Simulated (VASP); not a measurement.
# BaTiO3 in VASP: settings compared

BaTiO3 is run at these levels: LDA+U, PBE+D3(BJ), RPBE+D3(BJ); tasks: single point.

Program: VASP 6.6.1. These are calculated values, not measurements. Logs are shortened: lines on timing, memory, paths and dates and some standing lists are left out, and cuts for length are marked.

## 1. The cell of the first run

The typed cell holds 10 atoms: a = 3.947 Å, b = 3.947 Å, c = 7.894 Å, α = 90.00°, β = 90.00°, γ = 90.00°.

## 2. Single point, LDA+U

Input file INCAR:

```
SYSTEM = BaTiO3
PREC     = Accurate       ! precision mode
ENCUT    = 600            ! plane-wave cutoff, eV
EDIFF    = 1E-6           ! SCF threshold, eV
ISMEAR   = -1             ! smearing method
SIGMA    = 0.05           ! smearing width, eV
LREAL    = .FALSE.        ! projectors in reciprocal space
LASPH    = .TRUE.         ! aspherical terms in the spheres
NELM     = 200            ! most SCF steps
ALGO     = Normal         ! electronic algorithm
ISIF     = 2              ! what is computed and relaxed
LWAVE    = .FALSE.        ! write WAVECAR
LCHARG   = .FALSE.        ! write CHGCAR
LMAXMIX  = 4              ! l up to which the mixer works
LDAU     = .TRUE.         ! DFT+U
LDAUTYPE = 2            
LDAUL    = -1 2 -1        ! shell
LDAUU    = 0 5 0          ! U, eV
LDAUJ    = 0 0 0        
LDAUPRINT= 1            
GGA      = CA             ! functional
NBANDS   = 51             ! bands
GGA_COMPAT= .FALSE.      
KPAR     = 4
```

Input file KPOINTS:

```
Automatic mesh
0
G
  7 7 4
  0 0 0
```

Input file POSCAR:

```
BaTiO3
1.0
    3.9470513210      0.0000008076      0.0000016256
    0.0000008076      3.9470380349     -0.0000019143
    0.0000032661     -0.0000038460      7.8941382144
Ba Ti O
2 2 6
Direct
    1.0000402786      0.0000094523      0.0028022135
    0.0000443489      1.0000101139      0.5028025366
    0.5001023633      0.5000217531      0.2528116816
    0.5000824306      0.5000218991      0.7528063242
    0.4999607045      0.4999908747      0.0027937534
    0.4999640380      0.4999917920      0.5027971266
    0.4999562846     -0.0000137956      0.2527984553
    0.4999695460      0.9999853355      0.7527965523
   -0.0000628543      0.4999909964      0.2527993960
    0.9999428596      0.4999915786      0.7527919605
```

Potentials or basis: VASP PAW LDA potentials, release 64 (Ba_sv, Ti_sv, O).

Started as:

```
$ cat potpaw_LDA.64/Ba_sv/POTCAR potpaw_LDA.64/Ti_sv/POTCAR potpaw_LDA.64/O/POTCAR > POTCAR
$ mpirun -np 4 vasp_std > vasp.out
```

OUTCAR:

```text
SYSTEM = BaTiO3
   PREC = Accurate
   ENCUT = 600
   EDIFF = 1E-6
   ISMEAR = -1
   LREAL = .FALSE.
   LASPH = .TRUE.
   NELM = 200
   ISIF = 2
   GGA = CA

 ion  position               nearest neighbor table
   1  0.000  0.000  0.003-   5 2.79   7 2.79   5 2.79   8 2.79   9 2.79  10 2.79   9 2.79  10 2.79
                             5 2.79   7 2.79   8 2.79   5 2.79   4 3.42   3 3.42   4 3.42   3 3.42
   2  0.000  0.000  0.503-   6 2.79   8 2.79   7 2.79   6 2.79  10 2.79   9 2.79  10 2.79   9 2.79
                             6 2.79   8 2.79   6 2.79   7 2.79   3 3.42   3 3.42   4 3.42   4 3.42
   3  0.500  0.500  0.253-   9 1.97   7 1.97   6 1.97   7 1.97   5 1.97   9 1.97   2 3.42   2 3.42
                             1 3.42   1 3.42   2 3.42   2 3.42   1 3.42   1 3.42
   4  0.500  0.500  0.753-  10 1.97   8 1.97   5 1.97   6 1.97   8 1.97  10 1.97   1 3.42   2 3.42
                             1 3.42   2 3.42   1 3.42   2 3.42   1 3.42   2 3.42
   5  0.500  0.500  0.003-   4 1.97   3 1.97   1 2.79   1 2.79   1 2.79   1 2.79
   6  0.500  0.500  0.503-   3 1.97   4 1.97   2 2.79   2 2.79   2 2.79   2 2.79
   7  0.500  1.000  0.253-   3 1.97   3 1.97   1 2.79   2 2.79   1 2.79   2 2.79
   8  0.500  1.000  0.753-   4 1.97   4 1.97   2 2.79   1 2.79   2 2.79   1 2.79
   9  1.000  0.500  0.253-   3 1.97   3 1.97   1 2.79   2 2.79   1 2.79   2 2.79
  10  1.000  0.500  0.753-   4 1.97   4 1.97   2 2.79   2 2.79   1 2.79   1 2.79

  LATTYP: Found a simple tetragonal cell.
 ALAT       =     3.9470513210
 C/A-ratio  =     2.0000090124

  Lattice vectors:

 A1 = (   3.9470513210,   0.0000008076,   0.0000016256)
 A2 = (   0.0000008076,   3.9470380349,  -0.0000019143)
 A3 = (   0.0000032661,  -0.0000038460,   7.8941382144)

Analysis of symmetry for initial positions (statically):
=====================================================================
 Subroutine PRICEL returns:
 Original cell was already a primitive cell.

 Routine SETGRP: Setting up the symmetry group for a
 simple tetragonal supercell.

 Subroutine GETGRP returns: Found  1 space group operations
 (whereof  1 operations were pure point group operations)
 out of a pool of 16 trial point group operations.

The static configuration has the point symmetry C_1 .

Analysis of symmetry for dynamics (positions and initial velocities):
=====================================================================
 Subroutine PRICEL returns:
 Original cell was already a primitive cell.

 Routine SETGRP: Setting up the symmetry group for a
 simple tetragonal supercell.

 Subroutine GETGRP returns: Found  1 space group operations
 (whereof  1 operations were pure point group operations)
 out of a pool of 16 trial point group operations.

The dynamic configuration has the point symmetry C_1 .

 Subroutine INISYM returns: Found  1 space group operations
 (whereof  1 operations are pure point group operations),
 and found     1 'primitive' translations

----------------------------------------------------------------------------------------

                                     Primitive cell

  volume of cell :     122.9841

  direct lattice vectors                    reciprocal lattice vectors
     3.947051321  0.000000808  0.000001626     0.253353686 -0.000000052 -0.000000105
     0.000000808  3.947038035 -0.000001914    -0.000000052  0.253354539  0.000000123
     0.000003266 -0.000003846  7.894138214    -0.000000052  0.000000061  0.126676272

  length of vectors
     3.947051321  3.947038035  7.894138214     0.253353686  0.253354539  0.126676272

  position of ions in fractional coordinates (direct lattice)
     0.000040279  0.000009452  0.002802213
[... 146 lines left out ...]

spin component  2

  0.1045 -0.0000 -0.0000  0.0000  0.0000
 -0.0000  0.1044  0.0000 -0.0000  0.0000
 -0.0000  0.0000  0.2458  0.0000  0.0000
  0.0000 -0.0000  0.0000  0.1044  0.0000
  0.0000  0.0000  0.0000  0.0000  0.2458

 occupancies and eigenvectors

  o =  0.1044  v =  0.0124 -0.0552  0.0000 -0.9984  0.0000  0.0000  0.0000  0.0000  0.0000  0.0000      0.0000  0.0000  0.0000  0.0000  0.0000  0.0000  0.0000  0.0000  0.0000  0.0000
  o =  0.1044  v =  0.0000  0.0000  0.0000  0.0000  0.0000  0.0124 -0.0552  0.0000 -0.9984  0.0000      0.0000  0.0000  0.0000  0.0000  0.0000  0.0000  0.0000  0.0000  0.0000  0.0000
  o =  0.1044  v =  0.0000  0.0000  0.0000  0.0000  0.0000 -0.0377 -0.9978  0.0000  0.0547  0.0000      0.0000  0.0000  0.0000  0.0000  0.0000  0.0000  0.0000  0.0000  0.0000  0.0000
  o =  0.1044  v = -0.0377 -0.9978  0.0000  0.0547  0.0000  0.0000  0.0000  0.0000  0.0000  0.0000      0.0000  0.0000  0.0000  0.0000  0.0000  0.0000  0.0000  0.0000  0.0000  0.0000
  o =  0.1045  v =  0.0000  0.0000  0.0000  0.0000  0.0000  0.9992 -0.0369  0.0000  0.0145 -0.0000      0.0000  0.0000  0.0000  0.0000  0.0000  0.0000  0.0000  0.0000  0.0000  0.0000
  o =  0.1045  v =  0.9992 -0.0369  0.0000  0.0145 -0.0000  0.0000  0.0000  0.0000  0.0000  0.0000      0.0000  0.0000  0.0000  0.0000  0.0000  0.0000  0.0000  0.0000  0.0000  0.0000
  o =  0.2458  v =  0.0000  0.0000 -0.2364 -0.0000  0.9717  0.0000  0.0000  0.0000  0.0000  0.0000      0.0000  0.0000  0.0000  0.0000  0.0000  0.0000  0.0000  0.0000  0.0000  0.0000
  o =  0.2458  v =  0.0000  0.0000  0.0000  0.0000  0.0000  0.0000  0.0000 -0.2364 -0.0000  0.9717      0.0000  0.0000  0.0000  0.0000  0.0000  0.0000  0.0000  0.0000  0.0000  0.0000
  o =  0.2458  v =  0.0000  0.0000  0.0000  0.0000  0.0000 -0.0000  0.0000  0.9717  0.0000  0.2364      0.0000  0.0000  0.0000  0.0000  0.0000  0.0000  0.0000  0.0000  0.0000  0.0000
  o =  0.2458  v = -0.0000  0.0000  0.9717  0.0000  0.2364  0.0000  0.0000  0.0000  0.0000  0.0000      0.0000  0.0000  0.0000  0.0000  0.0000  0.0000  0.0000  0.0000  0.0000  0.0000

atom =   4  type =  2  l = 2

 onsite density matrix

spin component  1

  0.1045  0.0000  0.0000 -0.0000 -0.0000
  0.0000  0.1044 -0.0000 -0.0000  0.0000
  0.0000 -0.0000  0.2458 -0.0000  0.0000
 -0.0000 -0.0000 -0.0000  0.1044  0.0000
 -0.0000  0.0000  0.0000  0.0000  0.2458

spin component  2

  0.1045  0.0000  0.0000 -0.0000 -0.0000
  0.0000  0.1044 -0.0000 -0.0000  0.0000
  0.0000 -0.0000  0.2458 -0.0000  0.0000
 -0.0000 -0.0000 -0.0000  0.1044  0.0000
 -0.0000  0.0000  0.0000  0.0000  0.2458

 occupancies and eigenvectors

  o =  0.1044  v =  0.0244  0.0586  0.0000  0.9980 -0.0000  0.0000  0.0000  0.0000  0.0000  0.0000      0.0000  0.0000  0.0000  0.0000  0.0000  0.0000  0.0000  0.0000  0.0000  0.0000
  o =  0.1044  v =  0.0000  0.0000  0.0000  0.0000  0.0000  0.0244  0.0586  0.0000  0.9980 -0.0000      0.0000  0.0000  0.0000  0.0000  0.0000  0.0000  0.0000  0.0000  0.0000  0.0000
  o =  0.1044  v =  0.0076 -0.9983 -0.0000  0.0584  0.0000  0.0000  0.0000  0.0000  0.0000  0.0000      0.0000  0.0000  0.0000  0.0000  0.0000  0.0000  0.0000  0.0000  0.0000  0.0000
  o =  0.1044  v =  0.0000  0.0000  0.0000  0.0000  0.0000  0.0076 -0.9983 -0.0000  0.0584  0.0000      0.0000  0.0000  0.0000  0.0000  0.0000  0.0000  0.0000  0.0000  0.0000  0.0000
  o =  0.1045  v =  0.0000  0.0000  0.0000  0.0000  0.0000  0.9997  0.0062 -0.0000 -0.0248  0.0000      0.0000  0.0000  0.0000  0.0000  0.0000  0.0000  0.0000  0.0000  0.0000  0.0000
  o =  0.1045  v =  0.9997  0.0062 -0.0000 -0.0248  0.0000  0.0000  0.0000  0.0000  0.0000  0.0000      0.0000  0.0000  0.0000  0.0000  0.0000  0.0000  0.0000  0.0000  0.0000  0.0000
  o =  0.2458  v =  0.0000 -0.0000  0.0544 -0.0000 -0.9985  0.0000  0.0000  0.0000  0.0000  0.0000      0.0000  0.0000  0.0000  0.0000  0.0000  0.0000  0.0000  0.0000  0.0000  0.0000
  o =  0.2458  v =  0.0000  0.0000  0.0000  0.0000  0.0000  0.0000 -0.0000  0.0544 -0.0000 -0.9985      0.0000  0.0000  0.0000  0.0000  0.0000  0.0000  0.0000  0.0000  0.0000  0.0000
  o =  0.2458  v =  0.0000  0.0000  0.0000  0.0000  0.0000 -0.0000  0.0000 -0.9985  0.0000 -0.0544      0.0000  0.0000  0.0000  0.0000  0.0000  0.0000  0.0000  0.0000  0.0000  0.0000
  o =  0.2458  v = -0.0000  0.0000 -0.9985  0.0000 -0.0544  0.0000  0.0000  0.0000  0.0000  0.0000      0.0000  0.0000  0.0000  0.0000  0.0000  0.0000  0.0000  0.0000  0.0000  0.0000

 number of electron      79.9999977 magnetization

 Free energy of the ion-electron system (eV)
  ---------------------------------------------------
  ext. energy  EPLUGINS =         0.00000000
  ---------------------------------------------------
  free energy    TOTEN  =       -81.47398925 eV

  energy without entropy =      -81.47398925  energy(sigma->0) =      -81.47398925

 E-fermi :   5.1567     XC(G=0): -11.9588

 val. band max:        3.9937677396   @ k =  -0.4286   0.4286  -0.0000
 cond. band min:       6.3657931416   @ k =   0.0000   0.0000   0.0000
 fundamental gap:      2.3720254021
 Fermi energy:         5.1566797874

 k-point     1 :       0.0000    0.0000    0.0000
  band No.  band energies     occupation
      1     -53.0000      2.00000
      2     -52.9988      2.00000
      3     -29.6372      2.00000
      4     -29.5819      2.00000
      5     -29.5819      2.00000
      6     -29.5819      2.00000
[... 1285 lines left out ...]
     50      11.0699      0.00000
     51      12.0917      0.00000

 [... further k-points ...]

------------------------ aborting loop because EDIFF is reached ----------------------------------------

  FORCE on cell =-STRESS in cart. coord.  units (eV):
  Direction    XX          YY          ZZ          XY          YZ          ZX
  --------------------------------------------------------------------------------------
  -------------------------------------------------------------------------------------
  Total        3.8827128      3.8832368      3.8805611     -0.0000379      0.0001089     -0.0000766
  in kB       50.5821208     50.5889475     50.5540894     -0.0004938      0.0014183     -0.0009982
  external PRESSURE =      50.5750526 kB  Pullay stress =       0.0000000 kB

 VOLUME and BASIS-vectors are now :
 -----------------------------------------------------------------------------
  energy-cutoff  :      600.00
  volume of cell :      122.98
      direct lattice vectors                 reciprocal lattice vectors
     3.947051321  0.000000808  0.000001626     0.253353686 -0.000000052 -0.000000105
     0.000000808  3.947038035 -0.000001914    -0.000000052  0.253354539  0.000000123
     0.000003266 -0.000003846  7.894138214    -0.000000052  0.000000061  0.126676272

 POSITION                                       TOTAL-FORCE (eV/Angst)
 -----------------------------------------------------------------------------------
      0.00016      0.00004      0.02212        -0.000357     -0.000089     -0.000247
      0.00018      0.00004      3.96919        -0.000479     -0.000099     -0.000111
      1.97393      1.97360      1.99573        -0.003797     -0.000800     -0.001133
      1.97385      1.97360      5.94276        -0.003017     -0.000816     -0.000100
      1.97337      1.97348      0.02205         0.000385      0.000074      0.001033
      1.97339      1.97349      3.96915         0.000292      0.000068      0.000171
      1.97335      3.94698      1.99562         0.000460      0.000730      0.000094
      1.97341      3.94698      5.94268         0.000166      0.000790      0.000028
      3.94680      1.97348      1.99563         0.003332      0.000093      0.000020
      3.94683      1.97348      5.94264         0.003015      0.000050      0.000245
 -----------------------------------------------------------------------------------
    total drift:                                0.000005     -0.000010      0.001709

  FREE ENERGIE OF THE ION-ELECTRON SYSTEM (eV)
  ---------------------------------------------------
  free  energy   TOTEN  =       -81.4739892452 eV

  energy  without entropy=      -81.4739892451  energy(sigma->0) =      -81.47398925
```

Run time: 2.4 min. Hardware: 4 MPI ranks of Intel Xeon Platinum 8488C (Sapphire Rapids), shared host; peak memory 0.65 GiB.

Results:

| Property | Result |
| --- | --- |
| Free energy | -81.4740 eV |
| Pressure | 5.1 GPa |
| Largest force | 0.004 eV/Å |
| Band gap on the k mesh | 2.37 eV |

Forces on the atoms (eV/Å):
```
Ba   0.000  0.000  0.000
Ba   0.000  0.000  0.000
Ti  -0.004 -0.001 -0.001
Ti  -0.003 -0.001  0.000
O    0.000  0.000  0.001
O    0.000  0.000  0.000
O    0.000  0.001  0.000
O    0.000  0.001  0.000
O    0.003  0.000  0.000
O    0.003  0.000  0.000
```

Eigenvalues of the final occupation matrices:
| site | spin | trace | eigenvalues |
| --- | --- | --- | --- |
| site 3 d | 1 | 0.80 | 0.10 0.10 0.10 0.25 0.25 |
| site 3 d | 2 | 0.80 | 0.10 0.10 0.10 0.25 0.25 |
| site 4 d | 1 | 0.80 | 0.10 0.10 0.10 0.25 0.25 |
| site 4 d | 2 | 0.80 | 0.10 0.10 0.10 0.25 0.25 |

Caveat: the cell stands under pressure; spin-orbit coupling is left out, which moves the levels of the heavy elements; an odd mesh through Γ misses points on the zone boundary, where band edges can lie.

(Continued in part 2 of 2.)
